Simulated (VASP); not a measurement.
Set up this calculation in VASP 6.6.1, as the native input.

- Task: single point
- Functional: PBE
- Potentials or basis: VASP PAW PBE potentials, release 64 (Rb_sv, Br)
- Cutoff: 520 eV
- k mesh: 6 × 6 × 6
- Occupations: gaussian, width 0.05 eV
- Spin: no spin polarisation
- Dipole correction: no
- Further INCAR settings: ALGO = Normal; EDIFF = 1e-06; NBANDS = 15

The structure of RbBr lies in POSCAR:

```
RbBr
1.0
    4.1260773000      0.0000000000      0.0000000000
    0.0000000000      4.1260773000      0.0000000000
    0.0000000000      0.0000000000      4.1260773000
Rb Br
1 1
Direct
    0.0000000000      0.0545312130      0.0000000000
    0.5000000000      0.5000000000      0.5000000000
```

This cell differs from its parent crystal: all Rb atoms moved +0.225 Å, as atom 1 along Cartesian [0 1 0].

The input as run:

INCAR

```
ALGO     = Normal         # electronic algorithm
EDIFF    = 1E-6           # SCF threshold, eV
ENCUT    = 520            # plane-wave cutoff, eV
GGA      = PE             # functional
ISIF     = 2              # what is computed and relaxed
ISMEAR   = 0              # smearing method
LASPH    = T              # aspherical terms in the spheres
LCHARG   = F              # write CHGCAR
LREAL    = F              # projectors in reciprocal space
LWAVE    = F              # write WAVECAR
NBANDS   = 15             # bands
NELM     = 100            # most SCF steps
PREC     = Accurate       # precision mode
SIGMA    = 0.05           # smearing width, eV
```

KPOINTS

```
k-points
0
Gamma
  6 6 6
```

Potentials or basis: VASP PAW PBE potentials, release 64 (Rb_sv, Br).

Launch:

```sh
$ cat potpaw_PBE.64/Rb_sv/POTCAR potpaw_PBE.64/Br/POTCAR > POTCAR
$ mpirun -np 1 vasp_std > vasp.out
```

Results of the run:

- Pressure: 1.1 GPa
- Largest force: 0.188 eV/Å
- Band gap on the k mesh: 4.09 eV, indirect (least direct gap 4.25 eV)

Caveat: the cell differs from its parent crystal (all Rb atoms moved +0.225 Å, as atom 1 along Cartesian [0 1 0]).

Run time: 24 s on 1 thread of Intel(R) Xeon(R) Platinum 8488C (Sapphire Rapids), with other jobs on the host, peak memory 0.19 GiB.
